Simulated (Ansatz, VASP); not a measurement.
# Al3GaN4: VASP beside Ansatz

File INCAR:

```
SYSTEM = Al3GaN4
PREC = Accurate
ENCUT = 520
EDIFF = 1E-6
ISMEAR = 0
SIGMA = 0.05
LREAL = .False.
LASPH = .True.
NELM = 150
ALGO = Normal
ISIF = 2
LWAVE = .False.
LCHARG = .True.
ISPIN = 2
MAGMOM = -2 -4 0.5 2 -4 -1 4 1
LORBIT = 11
GGA = PS
LELF = .True.
LVHAR = .True.
NBANDS = 35
```

KPOINTS

```
Automatic mesh
0
Gamma
  6 8 4
  0 0 0
```

File POSCAR:

```
Al3GaN4
1.0
    5.0434079713      0.0000000000      0.0001149907
    0.0000000000      3.1300738974      0.0000000000
   -0.0032362569      0.0000000000      5.4179919474
Al Ga N
3 1 4
Direct
    0.5008786784      0.5000000000      0.1839302537
    0.0098988366      0.5000000000      0.8343853326
   -0.0047009868      0.0000000000      0.3286916914
    0.4969919231      0.0000000000      0.6577405803
    0.1124201930      0.0000000000      0.6601735640
    0.1234277511      0.5000000000      0.1719029393
    0.6255477063      0.5000000000      0.8508426769
    0.6252451009      0.0000000000      0.3337787779
```

Input for Ansatz:

```yaml
crystal:
  lattice:
    - [5.0434079713, 0.0, 0.0001149907]
    - [0.0, 3.1300738974, 0.0]
    - [-0.0032362569, 0.0, 5.4179919474]
  atoms:
    - { symbol: Al, position: [0.5008786784, 0.5, 0.1839302537], spin: -2.0 }
    - { symbol: Al, position: [0.0098988366, 0.5, 0.8343853326], spin: -4.0 }
    - { symbol: Al, position: [-0.0047009868, 0.0, 0.3286916914], spin: 0.5 }
    - { symbol: Ga, position: [0.4969919231, 0.0, 0.6577405803], spin: 2.0 }
    - { symbol: "N", position: [0.112420193, 0.0, 0.660173564], spin: -4.0 }
    - { symbol: "N", position: [0.1234277511, 0.5, 0.1719029393], spin: -1.0 }
    - { symbol: "N", position: [0.6255477063, 0.5, 0.8508426769], spin: 4.0 }
    - { symbol: "N", position: [0.6252451009, 0.0, 0.3337787779], spin: 1.0 }
basis:
  ecutwfc: 420
kpoints:
  mp_grid: { grid: [6, 8, 4] }
hamiltonian:
  xc: pbesol
scf:
  occupations: { method: gaussian, width: 0.05 }
output:
  forces: true
  eigenvalues: true
  stress: true
magnetization:
  spin_polarized: true
```

Alike in both runs: task single point; functional PBEsol; k mesh 6 × 8 × 4; occupations gaussian, width 0.05 eV; collinear spin.

|  | VASP | Ansatz |
| --- | --- | --- |
| version | VASP 6.6.1 | Ansatz 0.2.0 |
| potentials or method | VASP PAW PBE potentials, release 64 (Al, Ga_d, N), cutoff 520 eV | scalar-relativistic, plane waves, PAW |
| valence electrons in the cell | 42 | 42 |

```csv
,VASP,Ansatz,Ansatz less VASP
gap on the k mesh at the Fermi level (eV),3.16,3.14,-0.014
pressure (GPa),0.3,0.3,+0.06
"traceless stress, the component that is largest in VASP (GPa)",-1.12,-1.15,-0.026
rms of the force components (eV/Å),0.593,0.595,+0.0017
net moment per atom (μB),0.00,0.00,0.000
```

VASP's potentials were made for PBE, not for PBEsol. Atom by atom the forces differ by 0.007 eV/Å (rms over components). Ansatz's warnings: seeded moment not kept.
